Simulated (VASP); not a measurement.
# BN (R3m) in VASP: a series of runs

The runs below take BN through single point, with PBEsol.

Everything below comes from runs of VASP 6.6.1. Logs are shortened: lines on timing, memory, paths and dates and some standing lists are left out, and cuts for length are marked.

## (1) The cell of the first run

The structure is trigonal, space group R3m (No. 160). Conventional cell: a = 2.483 Å, b = 2.483 Å, c = 8.375 Å, α = 90.00°, β = 90.00°, γ = 120.00°. Within 1.9 Å of B (site symmetry 3m) lie 3 N at 1.43 Å. N (site symmetry 3m) has 3 B at 1.43 Å within 1.9 Å.

## (2) Single point, PBEsol

Input file INCAR:

```
SYSTEM = BN
  ALGO = Normal
  EDIFF = 1E-6
  ENCUT = 520
  GGA = PS
  ISIF = 2
  ISMEAR = 0
  LASPH = .True.
  LCHARG = .False.
  LREAL = .False.
  LWAVE = .False.
  NBANDS = 11
  NELM = 60
  PREC = Accurate
  SIGMA = 0.02
```

Input file KPOINTS:

```
k-points
0
Gamma
  12 12 12
  0 0 0
```

Input file POSCAR:

```
BN
1.0
    1.2413848988      0.7167139055      2.7918241975
   -1.2413848988      0.7167139055      2.7918241975
    0.0000000000     -1.4334278110      2.7918241975
B N
1 1
Direct
    1.0006687103      1.0006687103      1.0006687103
    0.3317642897      0.3317642897      0.3317642897
```

Potentials or basis: VASP PAW PBE potentials, release 64 (B, N).

Started as:

```
cat potpaw_PBE.64/B/POTCAR potpaw_PBE.64/N/POTCAR > POTCAR
mpirun -np 1 vasp_std > vasp.out
```

OUTCAR:

```text
SYSTEM = BN
   EDIFF = 1E-6
   ENCUT = 520
   GGA = PS
   ISIF = 2
   ISMEAR = 0
   LASPH = .True.
   LREAL = .False.
   NELM = 60
   PREC = Accurate

 ion  position               nearest neighbor table
   1  0.001  0.001  0.001-   2 1.43   2 1.43   2 1.43
   2  0.332  0.332  0.332-   1 1.43   1 1.43   1 1.43

  LATTYP: Found a trigonal (rhomboedric) cell.
 ALAT       =     3.1383112719
 COS(alpha) =     0.6870673497

  Lattice vectors:

 A1 = (   1.2413848988,   0.7167139055,   2.7918241975)
 A2 = (  -1.2413848988,   0.7167139055,   2.7918241975)
 A3 = (   0.0000000000,  -1.4334278110,   2.7918241975)

Analysis of symmetry for initial positions (statically):
=====================================================================
 Subroutine PRICEL returns:
 Original cell was already a primitive cell.

 Routine SETGRP: Setting up the symmetry group for a
 trigonal (rhombohedral) supercell.

 Subroutine GETGRP returns: Found  6 space group operations
 (whereof  6 operations were pure point group operations)
 out of a pool of 12 trial point group operations.

The static configuration has the point symmetry C_3v.

Analysis of symmetry for dynamics (positions and initial velocities):
=====================================================================
 Subroutine PRICEL returns:
 Original cell was already a primitive cell.

 Routine SETGRP: Setting up the symmetry group for a
 trigonal (rhombohedral) supercell.

 Subroutine GETGRP returns: Found  6 space group operations
 (whereof  6 operations were pure point group operations)
 out of a pool of 12 trial point group operations.

The dynamic configuration has the point symmetry C_3v.

 Subroutine INISYM returns: Found  6 space group operations
 (whereof  6 operations are pure point group operations),
 and found     1 'primitive' translations

----------------------------------------------------------------------------------------

                                     Primitive cell

  volume of cell :      14.9036

  direct lattice vectors                    reciprocal lattice vectors
     1.241384899  0.716713906  2.791824197     0.402775965  0.232542812  0.119396248
    -1.241384899  0.716713906  2.791824197    -0.402775965  0.232542812  0.119396248
     0.000000000 -1.433427811  2.791824197     0.000000000 -0.465085623  0.119396248

  length of vectors
     3.138311272  3.138311272  3.138311272     0.480166743  0.480166743  0.480166743

  position of ions in fractional coordinates (direct lattice)
     0.000668710  0.000668710  0.000668710
     0.331764290  0.331764290  0.331764290

  ion indices of the primitive-cell ions
   primitive index   ion index
                 1           1
                 2           2

----------------------------------------------------------------------------------------

 KPOINTS: k-points

Automatic generation of k-mesh.
 Grid dimensions read from file:
 generate k-points for:   12   12   12

 Generating k-lattice:

  Cartesian coordinates                     Fractional coordinates (reciprocal lattice)
     0.033564664  0.019378568  0.009949687     0.083333333  0.000000000  0.000000000
    -0.033564664  0.019378568  0.009949687     0.000000000  0.083333333  0.000000000
     0.000000000 -0.038757135  0.009949687     0.000000000  0.000000000  0.083333333

  Length of vectors
     0.040013895  0.040013895  0.040013895

  Shift w.r.t. Gamma in fractional coordinates (k-lattice)
     0.000000000  0.000000000  0.000000000

 Subroutine IBZKPT returns following result:
 ===========================================

 Found    189 irreducible k-points:

 Following reciprocal coordinates:
            Coordinates               Weight
  0.000000  0.000000  0.000000      1.000000
  0.083333 -0.000000  0.000000      6.000000
  0.166667 -0.000000  0.000000      6.000000
  0.250000  0.000000  0.000000      6.000000
  0.333333  0.000000 -0.000000      6.000000
  0.416667  0.000000  0.000000      6.000000
[... 16 lines left out ...]
  0.500000  0.166667 -0.000000     12.000000
 -0.416667  0.166667  0.000000     12.000000
 [... further k-points ...]
   k-points           NKPTS =    189   k-points in BZ     NKDIM =    189   number of bands    NBANDS=     11
   number of dos      NEDOS =    301   number of ions     NIONS =      2
   total plane-waves  NPLWV =  13824
   dimension x,y,z NGX =    24 NGY =   24 NGZ =   24
   dimension x,y,z NGXF=    48 NGYF=   48 NGZF=   48
   ions per type =               1   1
   NGX,Y,Z   is equivalent  to a cutoff of  12.71, 12.71, 12.71 a.u.
   NGXF,Y,Z  is equivalent  to a cutoff of  25.43, 25.43, 25.43 a.u.
 SYSTEM =  BN
   PREC   = accura    normal or accurate (medium, high low for compatibility)
   ISTART =      0    job   : 0-new  1-cont  2-samecut
   ICHARG =      2    charge: 1-file 2-atom 10-const
   ISPIN  =      1    spin polarized calculation?
   LNONCOLLINEAR =      F non collinear calculations
   LSORBIT =      F    spin-orbit coupling
   LASPH  =      T    aspherical Exc in radial PAW
   ENCUT  =  520.0 eV  38.22 Ry    6.18 a.u.   5.84  5.84  5.84*2*pi/ulx,y,z
   NELM   =     60;   NELMIN=  2; NELMDL= -5     # of ELM steps
   EDIFF  = 0.1E-05   stopping-criterion for ELM
   LREAL  =      F    real-space projection
   EDIFFG = 0.1E-04   stopping-criterion for IOM
   NSW    =      0    number of steps for IOM
   IBRION =     -1    ionic relax: 0-MD 1-quasi-New 2-CG
   NFREE  =      0    steps in history (QN), initial steepest desc. (CG)
   ISIF   =      2    stress and relaxation
   ISYM   =      2    0-nonsym 1-usesym 2-fastsym
   POTIM  = 0.5000    time-step for ionic-motion
   TEBEG  =    0.0;   TEEND  =   0.0 temperature during run
   PSTRESS=    0.0 pullay stress
   NELECT =       8.0000    total number of electrons
   NUPDOWN=      -1.0000    fix difference up-down
   EMIN   =  10.00;   EMAX   =-10.00  energy-range for DOS
   EFERMI =   0.00;   METHOD = LEGACY
   ISMEAR =     0;   SIGMA  =   0.02  broadening in eV -4-tet -1-fermi 0-gaus
   EFERMI_NEDOS =   21; number of points for ismear=-14 and -15
   IALGO  =     38    algorithm
   IMIX   =      4    mixing-type and parameters
     AMIX     =   0.40;   BMIX     =  1.00
     AMIX_MAG =   1.60;   BMIX_MAG =  1.00
  volume/ion in A,a.u.               =       7.45        50.29
  Fermi-wavevector in a.u.,A,eV,Ry     =   1.330478  2.514238 24.084640  1.770171
  Thomas-Fermi vector in A             =   2.459562
   LORBIT       =      0    0 simple, 1 ext, 2 COOP (PROOUT), +10 PAW based schemes
   GGA     = PS    functional components
   LHFCALC =     F    Hartree Fock is set to
   AEXX    =    0.0000 exact exchange contribution
   IVDW    =     0    specifies the selected vdW correction
   LEPSILON=     F    determine dielectric tensor
   LRPA    =     F    only Hartree local field effects (RPA)
 non-spin polarized calculation
 Gauss-broadening in eV      SIGMA  =   0.02
  energy-cutoff  :      520.00
  volume of cell :       14.90
 maximum number of plane-waves:       412
   NGX = 11   NGY = 11   NGZ = 11

 number of electron       8.0000000 magnetization

 Free energy of the ion-electron system (eV)
  ---------------------------------------------------
  ext. energy  EPLUGINS =         0.00000000
  ---------------------------------------------------
  free energy    TOTEN  =       -18.18833730 eV

  energy without entropy =      -18.18833730  energy(sigma->0) =      -18.18833730

 E-fermi :   4.1051     XC(G=0): -11.5109

 val. band max:        4.0183731276   @ k =  -0.1667   0.4167   0.0833
 cond. band min:       7.6218603613   @ k =   0.5000   0.5000   0.0000
 fundamental gap:      3.6034872338
 Fermi energy:         4.1050594516

 k-point     1 :       0.0000    0.0000    0.0000
  band No.  band energies     occupation
      1     -14.4177      2.00000
      2       0.9877      2.00000
      3       2.6561      2.00000
      4       2.6561      2.00000
      5      10.4654      0.00000
      6      15.7396      0.00000
      7      15.7396      0.00000
      8      17.3542      0.00000
      9      20.1993      0.00000
     10      30.4658      0.00000
     11      32.5231      0.00000

 k-point     2 :       0.0833   -0.0000    0.0000
  band No.  band energies     occupation
      1     -14.2682      2.00000
      2       1.0912      2.00000
      3       2.0753      2.00000
      4       2.3971      2.00000
      5      10.7779      0.00000
      6      15.6258      0.00000
      7      16.3420      0.00000
      8      16.9219      0.00000
      9      20.6009      0.00000
     10      30.3513      0.00000
     11      30.8440      0.00000

 k-point     3 :       0.1667   -0.0000    0.0000
  band No.  band energies     occupation
      1     -13.8271      2.00000
      2       0.5692      2.00000
      3       1.4475      2.00000
      4       1.7666      2.00000
      5      11.5237      0.00000
      6      15.1909      0.00000
      7      16.0379      0.00000
      8      17.9816      0.00000
      9      21.5552      0.00000
     10      27.8452      0.00000
     11      28.7203      0.00000

 k-point     4 :       0.2500    0.0000    0.0000
  band No.  band energies     occupation
      1     -13.1222      2.00000
      2      -1.2980      2.00000
      3       1.0362      2.00000
      4       1.9693      2.00000
      5      12.1272      0.00000
      6      14.0895      0.00000
      7      15.9627      0.00000
      8      20.3080      0.00000
      9      22.3565      0.00000
     10      26.1077      0.00000
     11      27.0033      0.00000

 k-point     5 :       0.3333    0.0000   -0.0000
  band No.  band energies     occupation
      1     -12.2237      2.00000
      2      -3.1936      2.00000
      3       0.4091      2.00000
      4       2.6596      2.00000
      5      11.2671      0.00000
      6      14.0777      0.00000
      7      16.5092      0.00000
      8      22.1740      0.00000
      9      22.9154      0.00000
     10      25.7792      0.00000
     11      25.8775      0.00000
[... 211 lines left out ...]
 k-point    21 :       0.3333    0.1667    0.0000
  band No.  band energies     occupation
      1     -12.5965      2.00000
      2      -1.6959      2.00000
      3      -0.0174      2.00000
      4       1.5559      2.00000
      5      11.9783      0.00000
      6      15.0187      0.00000
      7      16.5978      0.00000
      8      19.9173      0.00000
      9      22.5442      0.00000
     10      25.2619      0.00000
     11      30.3193      0.00000

 k-point    22 :       0.4167    0.1667   -0.0000
  band No.  band energies     occupation
      1     -11.7319      2.00000
      2      -3.2154      2.00000
      3      -0.8310      2.00000
      4       2.2351      2.00000
      5      10.8556      0.00000
      6      15.8949      0.00000
      7      17.2801      0.00000
      8      20.3238      0.00000
      9      22.3148      0.00000
     10      25.9747      0.00000
     11      29.5853      0.00000

 k-point    23 :       0.5000    0.1667   -0.0000
  band No.  band energies     occupation
      1     -10.9098      2.00000
      2      -4.5358      2.00000
      3      -1.3289      2.00000
      4       3.0626      2.00000
      5       9.8215      0.00000
      6      16.0345      0.00000
      7      17.9843      0.00000
      8      19.9519      0.00000
      9      23.3082      0.00000
     10      26.0350      0.00000
     11      29.6152      0.00000

 k-point    24 :      -0.4167    0.1667    0.0000
  band No.  band energies     occupation
      1     -10.5838      2.00000
      2      -5.0488      2.00000
      3      -1.5032      2.00000
      4       3.7542      2.00000
      5       9.2522      0.00000
      6      15.8075      0.00000
      7      18.2054      0.00000
      8      19.2620      0.00000
      9      23.8267      0.00000
     10      26.5697      0.00000
     11      29.4468      0.00000

 [... further k-points ...]
[... 5 lines left out ...]
  --------------------------------------------------------------------------------------
  -------------------------------------------------------------------------------------
  Total        1.1763385      1.1763385      1.0938490      0.0000000      0.0000000      0.0000000
  in kB      126.4594454    126.4594454    117.5916099      0.0000000      0.0000000      0.0000000
  external PRESSURE =     123.5035002 kB  Pullay stress =       0.0000000 kB

 VOLUME and BASIS-vectors are now :
 -----------------------------------------------------------------------------
  energy-cutoff  :      520.00
  volume of cell :       14.90
      direct lattice vectors                 reciprocal lattice vectors
     1.241384899  0.716713906  2.791824197     0.402775965  0.232542812  0.119396248
    -1.241384899  0.716713906  2.791824197    -0.402775965  0.232542812  0.119396248
     0.000000000 -1.433427811  2.791824197     0.000000000 -0.465085623  0.119396248

 POSITION                                       TOTAL-FORCE (eV/Angst)
 -----------------------------------------------------------------------------------
      0.00000      0.00000      0.00560         0.000000      0.000000     -0.000186
      0.00000      0.00000      2.77868         0.000000     -0.000000      0.000186
 -----------------------------------------------------------------------------------
    total drift:                               -0.000000     -0.000000     -0.000041

  FREE ENERGIE OF THE ION-ELECTRON SYSTEM (eV)
  ---------------------------------------------------
  free  energy   TOTEN  =       -18.1883372997 eV

  energy  without entropy=      -18.1883372997  energy(sigma->0) =      -18.18833730
```

Run time: 45 s. Hardware: 1 thread of Intel Xeon 8259CL, shared host; peak memory 0.15 GiB.

Results:

* Free energy: -18.1883 eV
* Pressure: 12.4 GPa
* Band gap on the k mesh: 3.60 eV, indirect (least direct gap 4.85 eV)

Caveat: the PAW data sets were made with another functional, which shifts forces and pressure a little.

## (3) Single point, PBEsol

Input file INCAR:

```
PREC = Accurate ; ENCUT = 520
EDIFF = 1E-6 ; ISMEAR = 0
SIGMA = 0.02 ; LREAL = F
LASPH = T ; NELM = 80
ALGO = Normal ; ISIF = 2
LWAVE = F ; LCHARG = F
GGA = PS ; NBANDS = 11
```

Input file KPOINTS:

```
Automatic mesh
0
Gamma
  12 12 12
```

POSCAR is that of step 2.

Potentials or basis: VASP PAW PBE potentials, release 64 (B, N).

Started as:

```
cat potpaw_PBE.64/B/POTCAR potpaw_PBE.64/N/POTCAR > POTCAR
mpirun -np 1 vasp_std > vasp.out
```

Wall time 39 s (1 thread of Intel Xeon 8259CL, shared host); peak memory 0.15 GiB.

It converged, with:

| Quantity | Value |
| --- | --- |
| Free energy | -18.1883 eV |
| Pressure | 12.4 GPa |
| Band gap on the k mesh | 3.60 eV, indirect (least direct gap 4.85 eV) |

Stress tensor (GPa, compression positive):
```
12.65  0.00  0.00
 0.00 12.65  0.00
 0.00  0.00 11.76
```

Levels at points of the mesh, in eV from the valence-band top:
| k point | band 1 | band 2 | band 3 | band 4 | band 5 | band 6 | band 7 | band 8 |
| --- | --- | --- | --- | --- | --- | --- | --- | --- |
| (0.00, 0.00, 0.00) | -18.44 | -3.03 | -1.36 | -1.36 | 6.45 | 11.72 | 11.72 | 13.34 |
| (0.50, 0.00, 0.00) | -14.90 | -9.44 | -4.16 | -0.33 | 5.39 | 10.49 | 13.97 | 17.18 |
| (0.50, 0.50, 0.00) | -14.61 | -8.99 | -4.44 | -1.87 | 3.60 | 9.61 | 15.77 | 20.51 |
| (0.50, 0.50, 0.50) | -17.46 | -7.56 | -1.46 | -1.46 | 11.45 | 11.45 | 11.89 | 13.21 |

Caveat: the PAW data sets were made with another functional, which shifts forces and pressure a little. Expect the measured gap to be larger: semilocal functionals such as PBEsol lack the derivative discontinuity.

## (4) Single point, PBEsol

This run uses another cell than the first one, of 8.24 Å³/atom, 1.106 times its volume.

Input file INCAR:

```
SYSTEM = BN
ALGO     = Normal         ! electronic algorithm
EDIFF    = 1E-7           ! SCF threshold, eV
ENCUT    = 520            ! plane-wave cutoff, eV
GGA      = PS             ! functional
ISIF     = 2              ! what is computed and relaxed
ISMEAR   = 0              ! smearing method
LASPH    = .True.         ! aspherical terms in the spheres
LCHARG   = .False.        ! write CHGCAR
LREAL    = .False.        ! projectors in reciprocal space
LWAVE    = .False.        ! write WAVECAR
NBANDS   = 11             ! bands
NELM     = 80             ! most SCF steps
PREC     = Accurate       ! precision mode
SIGMA    = 0.02           ! smearing width, eV
```

Input file KPOINTS:

```
k-points
0
Gamma
  12 12 12
  0 0 0
```

Input file POSCAR:

```
BN
1.0
    1.2480555248      0.7205651932      3.0555250769
   -1.2480555248      0.7205651932      3.0555250769
    0.0000000000     -1.4411303865      3.0555250769
B N
1 1
Direct
    0.9999275766      0.9999275766      0.9999275766
    0.3325054234      0.3325054234      0.3325054234
```

Started as:

```
cat potpaw_PBE.64/B/POTCAR potpaw_PBE.64/N/POTCAR > POTCAR
mpirun -np 1 vasp_std > vasp.out
```

Wall time 92 s (1 thread of Intel Xeon 8259CL, shared host); peak memory 0.17 GiB.

Results (log left out):

- Free energy: -18.2628 eV
- Pressure: 4.3 GPa
- Band gap on the k mesh: 3.89 eV, indirect (least direct gap 4.69 eV)

Stress tensor (GPa, compression positive):
```
4.56 0.00 0.00
0.00 4.56 0.00
0.00 0.00 3.79
```

Levels at points of the mesh, in eV from the valence-band top:
```csv
k point,band 1,band 2,band 3,band 4,band 5,band 6,band 7,band 8,band 9
"(0.00, 0.00, 0.00)",-17.99,-3.65,-1.30,-1.30,5.60,11.67,11.67,13.27,15.34
"(0.50, 0.00, 0.00)",-14.65,-9.11,-4.09,-0.48,5.32,10.10,13.36,15.93,20.80
"(0.50, 0.50, 0.00)",-14.49,-8.86,-4.23,-1.47,3.89,9.75,14.83,18.98,21.75
"(0.50, 0.50, 0.50)",-17.44,-6.80,-1.34,-1.34,11.03,11.52,11.52,12.79,18.12
```

Caveat: the PAW data sets were made with another functional, which shifts forces and pressure a little.

## (5) Single point, PBEsol

This run uses another cell than the first one, of 8.24 Å³/atom, 1.106 times its volume.

Input file INCAR:

```
PREC = Accurate
ENCUT = 520
EDIFF = 1E-7
ISMEAR = 0
SIGMA = 0.02
LREAL = F
LASPH = T
NELM = 80
ALGO = Normal
ISIF = 2
LWAVE = F
LCHARG = F
GGA = PS
NBANDS = 11
```

Input file KPOINTS:

```
regular mesh
0
Gamma
  12 12 12
```

POSCAR is that of step 4.

Started as:

```
cat potpaw_PBE.64/B/POTCAR potpaw_PBE.64/N/POTCAR > POTCAR
mpirun -np 1 vasp_std > vasp.out
```

It took 1.7 min on 1 thread of Intel Xeon 8259CL, shared host; peak memory 0.17 GiB.

It converged, with:

| Property | Result |
| --- | --- |
| Free energy | -18.2628 eV |
| Pressure | 4.3 GPa |
| Band gap on the k mesh | 3.89 eV, indirect (least direct gap 4.69 eV) |

Stress tensor (GPa, compression positive):
```
4.56 0.00 0.00
0.00 4.56 0.00
0.00 0.00 3.79
```

Levels at points of the mesh, in eV from the valence-band top:
| k point | band 1 | band 2 | band 3 | band 4 | band 5 | band 6 | band 7 | band 8 |
| --- | --- | --- | --- | --- | --- | --- | --- | --- |
| (0.00, 0.00, 0.00) | -17.99 | -3.65 | -1.30 | -1.30 | 5.60 | 11.67 | 11.67 | 13.27 |
| (0.50, 0.00, 0.00) | -14.65 | -9.11 | -4.09 | -0.48 | 5.32 | 10.10 | 13.36 | 15.93 |
| (0.50, 0.50, 0.00) | -14.49 | -8.86 | -4.23 | -1.47 | 3.89 | 9.75 | 14.83 | 18.98 |
| (0.50, 0.50, 0.50) | -17.44 | -6.80 | -1.34 | -1.34 | 11.03 | 11.52 | 11.52 | 12.79 |

Caveat: the PAW data sets were made with another functional, which shifts forces and pressure a little. A hybrid or GW would open this gap; PBEsol tends to underestimate it.

[end of part 1 of 2]
